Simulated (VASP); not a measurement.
# SnSe (P6_3mc) in VASP: further runs

SnSe is run at these levels: PBE, r2SCAN; tasks: single point.

Everything below comes from runs of VASP 6.6.1. Logs are shortened: lines on timing, memory, paths and dates and some standing lists are left out, and cuts for length are marked.

## 1. The cell of the first run

It takes space group P6_3mc (No. 186, hexagonal). The conventional cell has a = 5.155 Å, b = 5.155 Å, c = 6.272 Å, α = 90.00°, β = 90.00°, γ = 120.00°. Sn (site symmetry 3m) has 5 Se at 2.88 to 3.39 Å within 3.8 Å. Within 3.8 Å of Se (site symmetry 3m) lie 5 Sn at 2.88 to 3.39 Å.

## 2. Single point, PBE (36.09 Å³/atom)

INCAR

```
PREC = Accurate
ENCUT = 520
EDIFF = 1E-6
ISMEAR = 0
SIGMA = 0.01
LREAL = False
LASPH = True
NELM = 80
ALGO = Normal
ISIF = 2
LWAVE = False
LCHARG = True
GGA = PE
LELF = True
LVHAR = True
NBANDS = 28
```

KPOINTS

```
regular mesh
0
Gamma
  6 6 4
```

POSCAR

```
SnSe
1.0
    5.1554744957      0.0000000000      0.0000000000
   -2.5777372479      4.4647718818      0.0000000000
    0.0000000000      0.0000000000      6.2724655247
Sn Se
2 2
Direct
    0.3333333333      0.6666666667     -0.0420214511
    0.6666666667      0.3333333333      0.4579785489
    0.3333333333      0.6666666667      0.4170214511
    0.6666666667      0.3333333333      0.9170214511
```

Potentials or basis: VASP PAW PBE potentials, release 64 (Sn_d, Se).

Run with:

```
> cat potpaw_PBE.64/Sn_d/POTCAR potpaw_PBE.64/Se/POTCAR > POTCAR
> mpirun -np 1 vasp_std > vasp.out
```

OUTCAR:

```text
PREC = Accurate
   ENCUT = 520
   EDIFF = 1E-6
   ISMEAR = 0
   LREAL = False
   LASPH = True
   NELM = 80
   ISIF = 2
   GGA = PE

 ion  position               nearest neighbor table
   1  0.333  0.667  0.958-   3 2.88   4 2.99   4 2.99   4 2.99
   2  0.667  0.333  0.458-   4 2.88   3 2.99   3 2.99   3 2.99
   3  0.333  0.667  0.417-   1 2.88   2 2.99   2 2.99   2 2.99
   4  0.667  0.333  0.917-   2 2.88   1 2.99   1 2.99   1 2.99

  LATTYP: Found a hexagonal cell.
 ALAT       =     5.1554744957
 C/A-ratio  =     1.2166611492

  Lattice vectors:

 A1 = (   5.1554744957,   0.0000000000,   0.0000000000)
 A2 = (  -2.5777372479,   4.4647718818,   0.0000000000)
 A3 = (   0.0000000000,   0.0000000000,   6.2724655247)

Analysis of symmetry for initial positions (statically):
=====================================================================
 Subroutine PRICEL returns:
 Original cell was already a primitive cell.

 Routine SETGRP: Setting up the symmetry group for a
 hexagonal supercell.

 Subroutine GETGRP returns: Found 12 space group operations
 (whereof  6 operations were pure point group operations)
 out of a pool of 24 trial point group operations.

The static configuration has the point symmetry C_3v.
 The point group associated with its full space group is C_6v.

Analysis of symmetry for dynamics (positions and initial velocities):
=====================================================================
 Subroutine PRICEL returns:
 Original cell was already a primitive cell.

 Routine SETGRP: Setting up the symmetry group for a
 hexagonal supercell.

 Subroutine GETGRP returns: Found 12 space group operations
 (whereof  6 operations were pure point group operations)
 out of a pool of 24 trial point group operations.

The dynamic configuration has the point symmetry C_3v.
 The point group associated with its full space group is C_6v.

 Subroutine INISYM returns: Found 12 space group operations
 (whereof  6 operations are pure point group operations),
 and found     1 'primitive' translations

----------------------------------------------------------------------------------------

                                     Primitive cell

  volume of cell :     144.3797

  direct lattice vectors                    reciprocal lattice vectors
     5.155474496  0.000000000  0.000000000     0.193968567  0.111987804  0.000000000
    -2.577737248  4.464771882  0.000000000     0.000000000  0.223975609  0.000000000
     0.000000000  0.000000000  6.272465525     0.000000000  0.000000000  0.159426942

  length of vectors
     5.155474496  5.155474496  6.272465525     0.223975609  0.223975609  0.159426942

  position of ions in fractional coordinates (direct lattice)
     0.333333333  0.666666667  0.957978549
     0.666666667  0.333333333  0.457978549
     0.333333333  0.666666667  0.417021451
     0.666666667  0.333333333  0.917021451

  ion indices of the primitive-cell ions
   primitive index   ion index
                 1           1
                 2           2
                 3           3
                 4           4

----------------------------------------------------------------------------------------

 KPOINTS: regular mesh

Automatic generation of k-mesh.
 Grid dimensions read from file:
 generate k-points for:    6    6    4

 Generating k-lattice:

  Cartesian coordinates                     Fractional coordinates (reciprocal lattice)
     0.032328094  0.018664634  0.000000000     0.166666667  0.000000000  0.000000000
     0.000000000  0.037329268  0.000000000     0.000000000  0.166666667  0.000000000
     0.000000000  0.000000000  0.039856736     0.000000000  0.000000000  0.250000000

  Length of vectors
     0.037329268  0.037329268  0.039856736

  Shift w.r.t. Gamma in fractional coordinates (k-lattice)
     0.000000000  0.000000000  0.000000000

 Subroutine IBZKPT returns following result:
 ===========================================

 Found     21 irreducible k-points:

 Following reciprocal coordinates:
            Coordinates               Weight
  0.000000  0.000000  0.000000      1.000000
  0.166667  0.000000  0.000000      6.000000
  0.333333  0.000000  0.000000      6.000000
  0.500000  0.000000  0.000000      3.000000
  0.166667  0.166667  0.000000      6.000000
  0.333333  0.166667  0.000000     12.000000
[... 13 lines left out ...]
  0.333333  0.166667  0.500000     12.000000
  0.333333  0.333333  0.500000      2.000000
   k-points           NKPTS =     21   k-points in BZ     NKDIM =     21   number of bands    NBANDS=     28
   number of dos      NEDOS =    301   number of ions     NIONS =      4
   total plane-waves  NPLWV =  76800
   dimension x,y,z NGX =    40 NGY =   40 NGZ =   48
   dimension x,y,z NGXF=    80 NGYF=   80 NGZF=   96
   ions per type =               2   2
   NGX,Y,Z   is equivalent  to a cutoff of  12.90, 12.90, 12.72 a.u.
   NGXF,Y,Z  is equivalent  to a cutoff of  25.80, 25.80, 25.44 a.u.
 SYSTEM =  unknown system
   PREC   = accura    normal or accurate (medium, high low for compatibility)
   ISTART =      0    job   : 0-new  1-cont  2-samecut
   ICHARG =      2    charge: 1-file 2-atom 10-const
   ISPIN  =      1    spin polarized calculation?
   LNONCOLLINEAR =      F non collinear calculations
   LSORBIT =      F    spin-orbit coupling
   LASPH  =      T    aspherical Exc in radial PAW
   ENCUT  =  520.0 eV  38.22 Ry    6.18 a.u.   9.59  9.59 11.66*2*pi/ulx,y,z
   NELM   =     80;   NELMIN=  2; NELMDL= -5     # of ELM steps
   EDIFF  = 0.1E-05   stopping-criterion for ELM
   LREAL  =      F    real-space projection
   EDIFFG = 0.1E-04   stopping-criterion for IOM
   NSW    =      0    number of steps for IOM
   IBRION =     -1    ionic relax: 0-MD 1-quasi-New 2-CG
   NFREE  =      0    steps in history (QN), initial steepest desc. (CG)
   ISIF   =      2    stress and relaxation
   ISYM   =      2    0-nonsym 1-usesym 2-fastsym
   POTIM  = 0.5000    time-step for ionic-motion
   TEBEG  =    0.0;   TEEND  =   0.0 temperature during run
   PSTRESS=    0.0 pullay stress
   NELECT =      40.0000    total number of electrons
   NUPDOWN=      -1.0000    fix difference up-down
   EMIN   =  10.00;   EMAX   =-10.00  energy-range for DOS
   EFERMI =   0.00;   METHOD = LEGACY
   ISMEAR =     0;   SIGMA  =   0.01  broadening in eV -4-tet -1-fermi 0-gaus
   EFERMI_NEDOS =   21; number of points for ismear=-14 and -15
   IALGO  =     38    algorithm
   IMIX   =      4    mixing-type and parameters
     AMIX     =   0.40;   BMIX     =  1.00
     AMIX_MAG =   1.60;   BMIX_MAG =  1.00
  volume/ion in A,a.u.               =      36.09       243.58
  Fermi-wavevector in a.u.,A,eV,Ry     =   1.067233  2.016779 15.496862  1.138987
  Thomas-Fermi vector in A             =   2.202843
   LORBIT       =      0    0 simple, 1 ext, 2 COOP (PROOUT), +10 PAW based schemes
   GGA     = PE    functional components
   LHFCALC =     F    Hartree Fock is set to
   AEXX    =    0.0000 exact exchange contribution
   IVDW    =     0    specifies the selected vdW correction
   LEPSILON=     F    determine dielectric tensor
   LRPA    =     F    only Hartree local field effects (RPA)
 non-spin polarized calculation
 Gauss-broadening in eV      SIGMA  =   0.01
  energy-cutoff  :      520.00
  volume of cell :      144.38
 maximum number of plane-waves:      3924
 NGX is ok and might be reduce to    40
   NGX = 19   NGY = 19   NGZ = 23

 number of electron      39.9999996 magnetization

 Free energy of the ion-electron system (eV)
  ---------------------------------------------------
  ext. energy  EPLUGINS =         0.00000000
  ---------------------------------------------------
  free energy    TOTEN  =       -16.02040974 eV

  energy without entropy =      -16.02040974  energy(sigma->0) =      -16.02040974

 E-fermi :   3.3261     XC(G=0):  -8.0719

 val. band max:        3.2174552913   @ k =   0.3333   0.3333   0.5000
 cond. band min:       4.0845731971   @ k =   0.3333   0.3333   0.5000
 fundamental gap:      0.8671179057
 Fermi energy:         3.3261075618

 k-point     1 :       0.0000    0.0000    0.0000
  band No.  band energies     occupation
      1     -18.4468      2.00000
      2     -18.4462      2.00000
      3     -18.4462      2.00000
      4     -18.4461      2.00000
      5     -18.4461      2.00000
      6     -18.4357      2.00000
[... 20 lines left out ...]
     27       8.5073      0.00000
     28       8.9058      0.00000

 k-point     2 :       0.1667    0.0000    0.0000
  band No.  band energies     occupation
      1     -18.4504      2.00000
      2     -18.4467      2.00000
      3     -18.4462      2.00000
      4     -18.4450      2.00000
      5     -18.4417      2.00000
      6     -18.4361      2.00000
[... 20 lines left out ...]
     27       8.6191      0.00000
     28       8.6562      0.00000

 k-point     3 :       0.3333    0.0000    0.0000
  band No.  band energies     occupation
      1     -18.4529      2.00000
      2     -18.4480      2.00000
      3     -18.4455      2.00000
      4     -18.4435      2.00000
      5     -18.4371      2.00000
      6     -18.4367      2.00000
[... 20 lines left out ...]
     27       8.3478      0.00000
     28       8.8008      0.00000

 k-point     4 :       0.5000    0.0000    0.0000
  band No.  band energies     occupation
      1     -18.4537      2.00000
      2     -18.4486      2.00000
      3     -18.4452      2.00000
      4     -18.4428      2.00000
      5     -18.4371      2.00000
      6     -18.4345      2.00000
[... 20 lines left out ...]
     27       8.4268      0.00000
     28       8.6374      0.00000

 k-point     5 :       0.1667    0.1667    0.0000
  band No.  band energies     occupation
      1     -18.4520      2.00000
      2     -18.4483      2.00000
      3     -18.4454      2.00000
      4     -18.4439      2.00000
      5     -18.4382      2.00000
      6     -18.4368      2.00000
[... 20 lines left out ...]
     27       8.3445      0.00000
     28       9.2319      0.00000

 k-point     6 :       0.3333    0.1667    0.0000
  band No.  band energies     occupation
      1     -18.4528      2.00000
      2     -18.4493      2.00000
      3     -18.4455      2.00000
      4     -18.4427      2.00000
      5     -18.4375      2.00000
      6     -18.4348      2.00000
[... 370 lines left out ...]
      5     -18.4365      2.00000
      6     -18.4365      2.00000
[... 20 lines left out ...]
     27       9.2414      0.00000
     28       9.2414      0.00000

 k-point    19 :       0.1667    0.1667    0.5000
  band No.  band energies     occupation
      1     -18.4483      2.00000
      2     -18.4483      2.00000
      3     -18.4457      2.00000
      4     -18.4457      2.00000
      5     -18.4364      2.00000
      6     -18.4364      2.00000
[... 20 lines left out ...]
     27       9.8839      0.00000
     28       9.8839      0.00000

 k-point    20 :       0.3333    0.1667    0.5000
  band No.  band energies     occupation
      1     -18.4485      2.00000
      2     -18.4485      2.00000
      3     -18.4446      2.00000
      4     -18.4446      2.00000
      5     -18.4364      2.00000
      6     -18.4364      2.00000
[... 20 lines left out ...]
     27       9.1885      0.00000
     28       9.1885      0.00000

 k-point    21 :       0.3333    0.3333    0.5000
  band No.  band energies     occupation
      1     -18.4484      2.00000
      2     -18.4484      2.00000
      3     -18.4444      2.00000
      4     -18.4444      2.00000
      5     -18.4365      2.00000
      6     -18.4365      2.00000
[... 20 lines left out ...]
     27       8.9230      0.00000
     28       8.9230      0.00000

------------------------ aborting loop because EDIFF is reached ----------------------------------------

  FORCE on cell =-STRESS in cart. coord.  units (eV):
  Direction    XX          YY          ZZ          XY          YZ          ZX
  --------------------------------------------------------------------------------------
  -------------------------------------------------------------------------------------
  Total       -0.8857123     -0.8857123     -0.9287314      0.0000000      0.0000000      0.0000000
  in kB       -9.8287222     -9.8287222    -10.3061043      0.0000000      0.0000000      0.0000000
  external PRESSURE =      -9.9878495 kB  Pullay stress =       0.0000000 kB

 VOLUME and BASIS-vectors are now :
 -----------------------------------------------------------------------------
  energy-cutoff  :      520.00
  volume of cell :      144.38
      direct lattice vectors                 reciprocal lattice vectors
     5.155474496  0.000000000  0.000000000     0.193968567  0.111987804  0.000000000
    -2.577737248  4.464771882  0.000000000     0.000000000  0.223975609  0.000000000
     0.000000000  0.000000000  6.272465525     0.000000000  0.000000000  0.159426942

 POSITION                                       TOTAL-FORCE (eV/Angst)
 -----------------------------------------------------------------------------------
     -0.00000      2.97651      6.00889        -0.000000      0.000000      0.051786
      2.57774      1.48826      2.87265         0.000000     -0.000000      0.051786
     -0.00000      2.97651      2.61575        -0.000000      0.000000     -0.051786
      2.57774      1.48826      5.75199        -0.000000     -0.000000     -0.051786
 -----------------------------------------------------------------------------------
    total drift:                               -0.000000      0.000000      0.000031

  FREE ENERGIE OF THE ION-ELECTRON SYSTEM (eV)
  ---------------------------------------------------
  free  energy   TOTEN  =       -16.0204097358 eV

  energy  without entropy=      -16.0204097358  energy(sigma->0) =      -16.02040974
```

Wall time 3.2 min (1 thread of AMD EPYC 7R43 (Zen 3), shared host); peak memory 0.25 GiB.

What came out:

```yaml
Free_energy: -16.0204 eV
Pressure: -1.0 GPa
Largest_force: 0.052 eV/Å
Band_gap_on_the_k_mesh: 0.87 eV
```

Forces on the atoms (eV/Å):
```
Sn   0.000  0.000  0.052
Sn   0.000  0.000  0.052
Se   0.000  0.000 -0.052
Se   0.000  0.000 -0.052
```

Caveat: spin-orbit coupling is left out, which moves the levels of the heavy elements.

## 3. Single point, PBE (37.15 Å³/atom)

This run uses another cell than the first one, of 37.15 Å³/atom.

INCAR

```
SYSTEM = SnSe
PREC = Accurate ; ENCUT = 520
EDIFF = 1E-7 ; ISMEAR = 0
SIGMA = 0.01 ; LREAL = .False.
LASPH = .True. ; NELM = 60
ALGO = Normal ; ISIF = 2
LWAVE = .False. ; LCHARG = .False.
GGA = PE ; NBANDS = 28
```

KPOINTS

```
regular mesh
0
Gamma
  6 6 4
  0 0 0
```

POSCAR

```
SnSe
1.0
    5.2050494071      0.0000000000      0.0000000000
   -2.6025247036      4.5077050145      0.0000000000
    0.0000000000      0.0000000000      6.3327813933
Sn Se
2 2
Direct
    0.3333333333      0.6666666667     -0.0420214511
    0.6666666667      0.3333333333      0.4579785489
    0.3333333333      0.6666666667      0.4170214511
    0.6666666667      0.3333333333      0.9170214511
```

Potentials or basis: VASP PAW PBE potentials, release 64 (Sn_d, Se).

Run with:

```
> cat potpaw_PBE.64/Sn_d/POTCAR potpaw_PBE.64/Se/POTCAR > POTCAR
> mpirun -np 1 vasp_std > vasp.out
```

It took 2.8 min on 1 thread of AMD EPYC 7R43 (Zen 3), shared host; peak memory 0.25 GiB.

It converged, with:

```yaml
Free_energy: -15.9832 eV
Pressure: -1.9 GPa
Largest_force: 0.106 eV/Å
Band_gap_on_the_k_mesh: 0.91 eV
```

Forces in eV/Å, atoms in the order of the input:
```
Sn   0.000  0.000  0.106
Sn   0.000  0.000  0.106
Se   0.000  0.000 -0.106
Se   0.000  0.000 -0.106
```

Stress tensor (GPa, compression positive):
```
-1.82  0.00  0.00
 0.00 -1.82  0.00
 0.00  0.00 -1.93
```

Levels at points of the mesh, in eV from the valence-band top:
```
           k point  band 17  band 18  band 19  band 20  band 21  band 22  band 23  band 24
(0.00, 0.00, 0.00)    -3.13    -2.00    -2.00    -1.94     1.27     1.27     2.65     2.65
(0.50, 0.00, 0.00)    -2.96    -2.32    -1.88    -0.69     2.12     2.80     3.08     3.76
(0.00, 0.00, 0.50)    -2.60    -2.60    -1.46    -1.46     1.70     1.70     1.70     1.70
(0.50, 0.00, 0.50)    -2.12    -2.12    -0.74    -0.74     1.09     1.09     2.63     2.63
```

Caveat: spin-orbit coupling is left out, which moves the levels of the heavy elements. A k mesh can miss the band edges.

## 4. Single point, r2SCAN (32.36 Å³/atom)

This run uses another cell than the first one, of 32.36 Å³/atom.

POSCAR

```
SnSe
1.0
    4.9711821765      0.0000000000      0.0000000000
   -2.4855910882      4.3051700517      0.0000000000
    0.0000000000      0.0000000000      6.0476470000
Sn Se
2 2
Direct
    0.3333333333      0.6666666667     -0.0391356265
    0.6666666667      0.3333333333      0.4608643735
    0.3333333333      0.6666666667      0.4141356265
    0.6666666667      0.3333333333      0.9141356265
```

INCAR.step1

```
PREC = Accurate
ENCUT = 520
ISMEAR = 0
SIGMA = 0.01
LREAL = False
LASPH = True
NELM = 100
NBANDS = 28
GGA = PE
ALGO = Normal
EDIFF = 1E-4
LWAVE = True
LCHARG = False
```

INCAR.step2

```
PREC = Accurate
ENCUT = 520
EDIFF = 1E-7
ISMEAR = 0
SIGMA = 0.01
LREAL = False
LASPH = True
NELM = 100
ALGO = Normal
ISIF = 2
LWAVE = False
LCHARG = False
METAGGA = R2SCAN
LMIXTAU = True
NBANDS = 28
ISTART = 1
```

KPOINTS

```
Automatic mesh
0
Gamma
  6 6 4
```

Run with:

```
> cat potpaw_PBE.64/Sn_d/POTCAR potpaw_PBE.64/Se/POTCAR > POTCAR
> cp INCAR.step1 INCAR
> mpirun -np 1 vasp_std > vasp.out
> cp INCAR.step2 INCAR
> mpirun -np 1 vasp_std > vasp.out
```

Wall time 8.8 min (1 thread of AMD EPYC 7R43 (Zen 3), shared host); peak memory 0.28 GiB.

Results (log left out):

| Quantity | Value |
| --- | --- |
| Free energy | -79.1449 eV |
| Pressure | 2.7 GPa |
| Largest force | 0.177 eV/Å |
| Band gap on the k mesh | 0.77 eV (least direct gap 0.90 eV) |

Forces on the atoms (eV/Å):
```
Sn   0.000  0.000 -0.177
Sn   0.000  0.000 -0.177
Se   0.000  0.000  0.177
Se   0.000  0.000  0.177
```

Stress tensor (GPa, compression positive):
```
2.63 0.00 0.00
0.00 2.63 0.00
0.00 0.00 2.96
```

Levels at points of the mesh, in eV from the valence-band top:
```tsv
k point	band 18	band 19	band 20	band 21	band 22	band 23
(0.00, 0.00, 0.00)	-2.92	-2.92	-2.90	0.90	0.90	2.66
(0.50, 0.00, 0.00)	-3.30	-2.50	-0.95	2.21	3.05	3.05
(0.00, 0.00, 0.50)	-3.65	-1.96	-1.96	1.41	1.41	1.41
(0.50, 0.00, 0.50)	-3.10	-1.03	-1.03	1.05	1.05	2.88
```

Caveat: the PAW data sets were made with another functional, which shifts forces and pressure a little; spin-orbit coupling is left out, which moves the levels of the heavy elements.

## 5. The runs side by side

| level | cell | gap on the mesh (eV) | pressure (GPa) | largest force (eV/Å) |
| --- | --- | --- | --- | --- |
| PBE | a = 5.155, b = 5.155, c = 6.272 Å, angles 90.0, 90.0, 120.0°, 4 atoms, atomic positions A | 0.87 | -1.0 | 0.05 |
| PBE | a = 5.205, b = 5.205, c = 6.333 Å, angles 90.0, 90.0, 120.0°, 4 atoms, atomic positions A | 0.91 | -1.9 | 0.11 |
| r2SCAN | a = 4.971, b = 4.971, c = 6.048 Å, angles 90.0, 90.0, 120.0°, 4 atoms, atomic positions B | 0.77 | 2.7 | 0.18 |

Alike in all rows: task single point; potentials or basis VASP PAW PBE potentials, release 64 (Sn_d, Se); no spin polarisation; k mesh 6 × 6 × 4; cutoff (eV) 520; smearing gaussian 0.01 eV.

Caveats: spin-orbit coupling is left out, which moves the levels of the heavy elements; the PAW data sets were made with another functional, which shifts forces and pressure a little (at least some runs).

Absolute energies hang on the potentials; compare differences alone.
